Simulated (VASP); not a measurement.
# Al5InSb6 in VASP: a series of runs

Al5InSb6 is run at these levels: PBE; tasks: single point.

All numbers are computed with VASP 6.6.1; they aren't measurements. Logs are shortened: lines on timing, memory, paths and dates and some standing lists are left out, and cuts for length are marked.

## (1) The cell of the first run

Symmetry: P-4m2, No. 115, tetragonal system. Conventional cell: a = 4.450 Å, b = 4.450 Å, c = 18.857 Å, α = 90.00°, β = 90.00°, γ = 90.00°. Al (site symmetry 2mm) has 4 Sb at 2.70 to 2.71 Å within 3.6 Å. Al (site symmetry 2mm) has 4 Sb at 2.71 Å within 3.6 Å. Within 3.6 Å of Al (site symmetry -4m2) lie 4 Sb at 2.71 Å. Within 3.7 Å of In (site symmetry -4m2) lie 4 Sb at 2.83 Å. Sb (site symmetry 2mm) has 4 Al at 2.71 Å within 3.6 Å. Within 3.6 Å of Sb (site symmetry 2mm) lie 4 Al at 2.71 Å. Within 3.6 Å of Sb (site symmetry 2mm) lie 2 Al at 2.70 Å and 2 In at 2.83 Å.

## (2) Single point, PBE

Input file INCAR:

```
ALGO = Normal
EDIFF = 1E-6
ENCUT = 520
GGA = PE
ISIF = 2
ISMEAR = 0
LASPH = True
LCHARG = False
LREAL = False
LWAVE = False
NBANDS = 41
NELM = 80
PREC = Accurate
SIGMA = 0.1
```

Input file KPOINTS:

```
k-points
0
Gamma
  4 4 1
```

Input file POSCAR:

```
Al5InSb6
1.0
    4.4500397000      0.0000000000      0.0000000000
    0.0000000000      4.4500397000      0.0000000000
    0.0000000000      0.0000000000     18.8565787000
Al In Sb
5 1 6
Direct
    0.0000000000      0.0000000000      0.8265620000
    0.5000000000      0.5000000000      0.6631940000
    0.0000000000      0.0000000000      0.5000000000
    0.5000000000      0.5000000000      0.3368060000
    0.0000000000      0.0000000000      0.1734380000
    0.5000000000      0.5000000000      0.0000000000
    0.5000000000      0.0000000000      0.7448270000
    0.0000000000      0.5000000000      0.5815860000
    0.5000000000      0.0000000000      0.4184140000
    0.0000000000      0.5000000000      0.2551730000
    0.5000000000      0.0000000000      0.0927880000
    0.0000000000      0.5000000000      0.9072120000
```

Potentials or basis: VASP PAW PBE potentials, release 64 (Al, In_d, Sb).

Command:

```bash
$ cat potpaw_PBE.64/Al/POTCAR potpaw_PBE.64/In_d/POTCAR potpaw_PBE.64/Sb/POTCAR > POTCAR
$ mpirun -np 1 vasp_std > vasp.out
```

OUTCAR:

```text
EDIFF = 1E-6
   ENCUT = 520
   GGA = PE
   ISIF = 2
   ISMEAR = 0
   LASPH = True
   LREAL = False
   NELM = 80
   PREC = Accurate

 ion  position               nearest neighbor table
   1  0.000  0.000  0.827-  12 2.70  12 2.70   7 2.71   7 2.71
   2  0.500  0.500  0.663-   8 2.71   8 2.71   7 2.71   7 2.71
   3  0.000  0.000  0.500-   8 2.71   9 2.71   8 2.71   9 2.71
   4  0.500  0.500  0.337-   9 2.71   9 2.71  10 2.71  10 2.71
   5  0.000  0.000  0.173-  11 2.70  11 2.70  10 2.71  10 2.71
   6  0.500  0.500  0.000-  11 2.83  12 2.83  11 2.83  12 2.83
   7  0.500  0.000  0.745-   2 2.71   2 2.71   1 2.71   1 2.71
   8  0.000  0.500  0.582-   3 2.71   3 2.71   2 2.71   2 2.71
   9  0.500  0.000  0.418-   3 2.71   3 2.71   4 2.71   4 2.71
  10  0.000  0.500  0.255-   4 2.71   4 2.71   5 2.71   5 2.71
  11  0.500  0.000  0.093-   5 2.70   5 2.70   6 2.83   6 2.83
  12  0.000  0.500  0.907-   1 2.70   1 2.70   6 2.83   6 2.83

  LATTYP: Found a simple tetragonal cell.
 ALAT       =     4.4500397000
 C/A-ratio  =     4.2373956124

  Lattice vectors:

 A1 = (   4.4500397000,   0.0000000000,   0.0000000000)
 A2 = (   0.0000000000,   4.4500397000,   0.0000000000)
 A3 = (   0.0000000000,   0.0000000000,  18.8565787000)

Analysis of symmetry for initial positions (statically):
=====================================================================
 Subroutine PRICEL returns:
 Original cell was already a primitive cell.

 Routine SETGRP: Setting up the symmetry group for a
 simple tetragonal supercell.

 Subroutine GETGRP returns: Found  8 space group operations
 (whereof  8 operations were pure point group operations)
 out of a pool of 16 trial point group operations.

The static configuration has the point symmetry D_2d.

Analysis of symmetry for dynamics (positions and initial velocities):
=====================================================================
 Subroutine PRICEL returns:
 Original cell was already a primitive cell.

 Routine SETGRP: Setting up the symmetry group for a
 simple tetragonal supercell.

 Subroutine GETGRP returns: Found  8 space group operations
 (whereof  8 operations were pure point group operations)
 out of a pool of 16 trial point group operations.

The dynamic configuration has the point symmetry D_2d.

 Subroutine INISYM returns: Found  8 space group operations
 (whereof  8 operations are pure point group operations),
 and found     1 'primitive' translations

----------------------------------------------------------------------------------------

                                     Primitive cell

  volume of cell :     373.4141

  direct lattice vectors                    reciprocal lattice vectors
     4.450039700  0.000000000  0.000000000     0.224717096  0.000000000  0.000000000
     0.000000000  4.450039700  0.000000000     0.000000000  0.224717096  0.000000000
     0.000000000  0.000000000 18.856578700     0.000000000  0.000000000  0.053031890

  length of vectors
     4.450039700  4.450039700 18.856578700     0.224717096  0.224717096  0.053031890

  position of ions in fractional coordinates (direct lattice)
     0.000000000  0.000000000  0.826562000
     0.500000000  0.500000000  0.663194000
     0.000000000  0.000000000  0.500000000
     0.500000000  0.500000000  0.336806000
     0.000000000  0.000000000  0.173438000
     0.500000000  0.500000000  0.000000000
     0.500000000  0.000000000  0.744827000
     0.000000000  0.500000000  0.581586000
     0.500000000  0.000000000  0.418414000
     0.000000000  0.500000000  0.255173000
     0.500000000  0.000000000  0.092788000
     0.000000000  0.500000000  0.907212000

  ion indices of the primitive-cell ions
   primitive index   ion index
                 1           1
                 2           2
                 3           3
                 4           4
                 5           5
                 6           6
                 7           7
                 8           8
                 9           9
                10          10
                11          11
                12          12

----------------------------------------------------------------------------------------

 KPOINTS: k-points

Automatic generation of k-mesh.
 Grid dimensions read from file:
 generate k-points for:    4    4    1

 Generating k-lattice:

  Cartesian coordinates                     Fractional coordinates (reciprocal lattice)
     0.056179274  0.000000000  0.000000000     0.250000000  0.000000000  0.000000000
     0.000000000  0.056179274  0.000000000     0.000000000  0.250000000  0.000000000
     0.000000000  0.000000000  0.053031890     0.000000000  0.000000000  1.000000000

  Length of vectors
     0.056179274  0.056179274  0.053031890

  Shift w.r.t. Gamma in fractional coordinates (k-lattice)
     0.000000000  0.000000000  0.000000000

 Subroutine IBZKPT returns following result:
 ===========================================

 Found      6 irreducible k-points:

 Following reciprocal coordinates:
            Coordinates               Weight
  0.000000  0.000000  0.000000      1.000000
  0.250000  0.000000  0.000000      4.000000
  0.500000  0.000000  0.000000      2.000000
  0.250000  0.250000  0.000000      4.000000
  0.500000  0.250000  0.000000      4.000000
  0.500000  0.500000  0.000000      1.000000
   k-points           NKPTS =      6   k-points in BZ     NKDIM =      6   number of bands    NBANDS=     41
   number of dos      NEDOS =    301   number of ions     NIONS =     12
   total plane-waves  NPLWV = 181440
   dimension x,y,z NGX =    36 NGY =   36 NGZ =  140
   dimension x,y,z NGXF=    72 NGYF=   72 NGZF=  280
   ions per type =               5   1   6
   NGX,Y,Z   is equivalent  to a cutoff of  13.45, 13.45, 12.34 a.u.
   NGXF,Y,Z  is equivalent  to a cutoff of  26.90, 26.90, 24.69 a.u.
 SYSTEM =  unknown system
   PREC   = accura    normal or accurate (medium, high low for compatibility)
   ISTART =      0    job   : 0-new  1-cont  2-samecut
   ICHARG =      2    charge: 1-file 2-atom 10-const
   ISPIN  =      1    spin polarized calculation?
   LNONCOLLINEAR =      F non collinear calculations
   LSORBIT =      F    spin-orbit coupling
   LASPH  =      T    aspherical Exc in radial PAW
   ENCUT  =  520.0 eV  38.22 Ry    6.18 a.u.   8.27  8.27 35.06*2*pi/ulx,y,z
   NELM   =     80;   NELMIN=  2; NELMDL= -5     # of ELM steps
   EDIFF  = 0.1E-05   stopping-criterion for ELM
   LREAL  =      F    real-space projection
   EDIFFG = 0.1E-04   stopping-criterion for IOM
   NSW    =      0    number of steps for IOM
   IBRION =     -1    ionic relax: 0-MD 1-quasi-New 2-CG
   NFREE  =      0    steps in history (QN), initial steepest desc. (CG)
   ISIF   =      2    stress and relaxation
   ISYM   =      2    0-nonsym 1-usesym 2-fastsym
   POTIM  = 0.5000    time-step for ionic-motion
   TEBEG  =    0.0;   TEEND  =   0.0 temperature during run
   PSTRESS=    0.0 pullay stress
   NELECT =      58.0000    total number of electrons
   NUPDOWN=      -1.0000    fix difference up-down
   EMIN   =  10.00;   EMAX   =-10.00  energy-range for DOS
   EFERMI =   0.00;   METHOD = LEGACY
   ISMEAR =     0;   SIGMA  =   0.10  broadening in eV -4-tet -1-fermi 0-gaus
   EFERMI_NEDOS =   21; number of points for ismear=-14 and -15
   IALGO  =     38    algorithm
   IMIX   =      4    mixing-type and parameters
     AMIX     =   0.40;   BMIX     =  1.00
     AMIX_MAG =   1.60;   BMIX_MAG =  1.00
  volume/ion in A,a.u.               =      31.12       209.99
  Fermi-wavevector in a.u.,A,eV,Ry     =   0.880009  1.662976 10.536575  0.774416
  Thomas-Fermi vector in A             =   2.000311
   LORBIT       =      0    0 simple, 1 ext, 2 COOP (PROOUT), +10 PAW based schemes
   GGA     = PE    functional components
   LHFCALC =     F    Hartree Fock is set to
   AEXX    =    0.0000 exact exchange contribution
   IVDW    =     0    specifies the selected vdW correction
   LEPSILON=     F    determine dielectric tensor
   LRPA    =     F    only Hartree local field effects (RPA)
 non-spin polarized calculation
 Gauss-broadening in eV      SIGMA  =   0.10
  energy-cutoff  :      520.00
  volume of cell :      373.41
 maximum number of plane-waves:     10070
 NGX is ok and might be reduce to    36
   NGX = 17   NGY = 17   NGZ = 71

 number of electron      58.0000002 magnetization

 Free energy of the ion-electron system (eV)
  ---------------------------------------------------
  ext. energy  EPLUGINS =         0.00000000
  ---------------------------------------------------
  free energy    TOTEN  =       -47.69362052 eV

  energy without entropy =      -47.69362052  energy(sigma->0) =      -47.69362052

 E-fermi :   4.9291     XC(G=0):  -8.4741

 val. band max:        4.4818038669   @ k =   0.0000   0.0000   0.0000
 cond. band min:       5.3643191677   @ k =   0.0000   0.0000   0.0000
 fundamental gap:      0.8825153008
 Fermi energy:         4.9291364745

 k-point     1 :       0.0000    0.0000    0.0000
  band No.  band energies     occupation
      1      -9.9109      2.00000
      2      -9.8476      2.00000
      3      -9.8476      2.00000
      4      -9.7979      2.00000
      5      -9.7951      2.00000
      6      -6.0292      2.00000
[... 33 lines left out ...]
     40       7.3944      0.00000
     41       7.5285      0.00000

 k-point     2 :       0.2500    0.0000    0.0000
  band No.  band energies     occupation
      1      -9.9004      2.00000
      2      -9.8630      2.00000
      3      -9.8466      2.00000
      4      -9.7995      2.00000
      5      -9.7940      2.00000
      6      -5.6785      2.00000
[... 165 lines left out ...]
     40       8.7104      0.00000
     41       8.7479      0.00000

 k-point     6 :       0.5000    0.5000    0.0000
  band No.  band energies     occupation
      1      -9.8927      2.00000
      2      -9.8927      2.00000
      3      -9.8253      2.00000
      4      -9.8148      2.00000
      5      -9.7854      2.00000
      6      -4.2326      2.00000
[... 33 lines left out ...]
     40       7.4807      0.00000
     41       7.6471      0.00000

------------------------ aborting loop because EDIFF is reached ----------------------------------------

  FORCE on cell =-STRESS in cart. coord.  units (eV):
  Direction    XX          YY          ZZ          XY          YZ          ZX
  --------------------------------------------------------------------------------------
  -------------------------------------------------------------------------------------
  Total        0.8464573      0.8464573     -0.5036257      0.0000000     -0.0000000      0.0000000
  in kB        3.6318254      3.6318254     -2.1608656      0.0000000     -0.0000000      0.0000000
  external PRESSURE =       1.7009284 kB  Pullay stress =       0.0000000 kB

 VOLUME and BASIS-vectors are now :
 -----------------------------------------------------------------------------
  energy-cutoff  :      520.00
  volume of cell :      373.41
      direct lattice vectors                 reciprocal lattice vectors
     4.450039700  0.000000000  0.000000000     0.224717096  0.000000000  0.000000000
     0.000000000  4.450039700  0.000000000     0.000000000  0.224717096  0.000000000
     0.000000000  0.000000000 18.856578700     0.000000000  0.000000000  0.053031890

 POSITION                                       TOTAL-FORCE (eV/Angst)
 -----------------------------------------------------------------------------------
      0.00000      0.00000     15.58613         0.000000     -0.000000      0.003720
      2.22502      2.22502     12.50557         0.000000      0.000000      0.004699
      0.00000      0.00000      9.42829         0.000000     -0.000000      0.000000
      2.22502      2.22502      6.35101         0.000000      0.000000     -0.004699
      0.00000      0.00000      3.27045         0.000000     -0.000000     -0.003720
      2.22502      2.22502      0.00000         0.000000     -0.000000      0.000000
      2.22502      0.00000     14.04489         0.000000      0.000000      0.001234
      0.00000      2.22502     10.96672         0.000000     -0.000000     -0.002923
      2.22502      0.00000      7.88986        -0.000000     -0.000000      0.002923
      0.00000      2.22502      4.81169         0.000000     -0.000000     -0.001234
      2.22502      0.00000      1.74966         0.000000     -0.000000      0.008955
      0.00000      2.22502     17.10691        -0.000000     -0.000000     -0.008955
 -----------------------------------------------------------------------------------
    total drift:                                0.000000      0.000000     -0.000000

  FREE ENERGIE OF THE ION-ELECTRON SYSTEM (eV)
  ---------------------------------------------------
  free  energy   TOTEN  =       -47.6936205202 eV

  energy  without entropy=      -47.6936205202  energy(sigma->0) =      -47.69362052
```

Run time: 3 min. Hardware: 1 thread of Intel Xeon 8259CL, shared host; peak memory 0.49 GiB.

Results:

```
Free energy            : -47.6936 eV
Pressure               : 0.2 GPa
Largest force          : 0.009 eV/Å
Band gap on the k mesh : 0.88 eV
```

Forces on the atoms (eV/Å):
```
Al   0.000  0.000  0.004
Al   0.000  0.000  0.005
Al   0.000  0.000  0.000
Al   0.000  0.000 -0.005
Al   0.000  0.000 -0.004
In   0.000  0.000  0.000
Sb   0.000  0.000  0.001
Sb   0.000  0.000 -0.003
Sb   0.000  0.000  0.003
Sb   0.000  0.000 -0.001
Sb   0.000  0.000  0.009
Sb   0.000  0.000 -0.009
```

Stress tensor (GPa, compression positive):
```
 0.36  0.00  0.00
 0.00  0.36  0.00
 0.00  0.00 -0.22
```

Caveat: spin-orbit coupling is left out, which moves the levels of the heavy elements; an odd mesh through Γ misses points on the zone boundary, where band edges can lie.

## (3) Single point, PBE

Input file INCAR:

```
ALGO     = Normal         # electronic algorithm
EDIFF    = 1E-6           # SCF threshold, eV
ENCUT    = 520            # plane-wave cutoff, eV
GGA      = PE             # functional
ISIF     = 2              # what is computed and relaxed
ISMEAR   = 0              # smearing method
LASPH    = T              # aspherical terms in the spheres
LCHARG   = F              # write CHGCAR
LREAL    = F              # projectors in reciprocal space
LWAVE    = F              # write WAVECAR
NBANDS   = 41             # bands
NELM     = 80             # most SCF steps
PREC     = Accurate       # precision mode
SIGMA    = 0.1            # smearing width, eV
```

KPOINTS is that of step 2.

Input file POSCAR:

```
Al5InSb6
1.0
    4.4735518215      0.0004394879     -0.0011488478
    0.0004442061      4.4746204458     -0.0003958385
   -0.0066054504     -0.0035899553     18.6695104636
Al In Sb
5 1 6
Direct
    0.0001970106     -0.0001182619      0.8264318970
    0.5001194708      0.4999775939      0.6631558945
    0.0000844140     -0.0001886184      0.5000161343
    0.5000489883      0.5000512826      0.3368701797
    0.0002956400     -0.0003775230      0.1736156890
    0.5001330751      0.5002904617      0.0000043404
    0.4999242941      0.0001161973      0.7447068511
   -0.0001433194      0.4999935276      0.5815239459
    0.4998215881      0.0001583511      0.4184421098
   -0.0002664093      0.4997806108      0.2552590821
    0.4999187037      0.0002928450      0.0930741038
   -0.0001334560      0.5000235333      0.9068997725
```

Potentials or basis: VASP PAW PBE potentials, release 64 (Al, In_d, Sb).

Command:

```bash
$ cat potpaw_PBE.64/Al/POTCAR potpaw_PBE.64/In_d/POTCAR potpaw_PBE.64/Sb/POTCAR > POTCAR
$ mpirun -np 1 vasp_std > vasp.out
```

It took 5.1 min on 1 thread of Intel Xeon 8259CL, shared host; peak memory 0.52 GiB.

Results (log left out):

| Item | Value |
| --- | --- |
| Free energy | -47.7008 eV |
| Pressure | 0.1 GPa |
| Largest force | 0.021 eV/Å |
| Band gap on the k mesh | 0.90 eV |

Forces on the atoms (eV/Å):
```
Al  -0.005  0.003 -0.006
Al  -0.005  0.003 -0.001
Al  -0.005  0.004 -0.003
Al  -0.007  0.001 -0.003
Al  -0.009  0.004 -0.002
In  -0.004 -0.001  0.000
Sb   0.005 -0.003  0.005
Sb   0.005 -0.004  0.002
Sb   0.005 -0.003  0.003
Sb   0.008 -0.002  0.002
Sb   0.008 -0.001 -0.017
Sb   0.004 -0.002  0.021
```

Levels at points of the mesh, in eV from the valence-band top:
```
           k point  band 27  band 28  band 29  band 30  band 31  band 32
(0.00, 0.00, 0.00)    -0.01     0.00     0.00     0.90     1.12     1.16
(0.50, 0.00, 0.00)    -1.09    -1.07    -0.50     1.44     1.50     1.55
(0.00, 0.50, 0.00)    -1.09    -1.07    -0.49     1.44     1.51     1.55
(0.50, 0.50, 0.00)    -2.08    -2.07    -2.02     1.25     1.32     1.32
```

Caveat: spin-orbit coupling is left out, which moves the levels of the heavy elements; an odd mesh through Γ misses points on the zone boundary, where band edges can lie.

(Continued in part 2 of 2.)
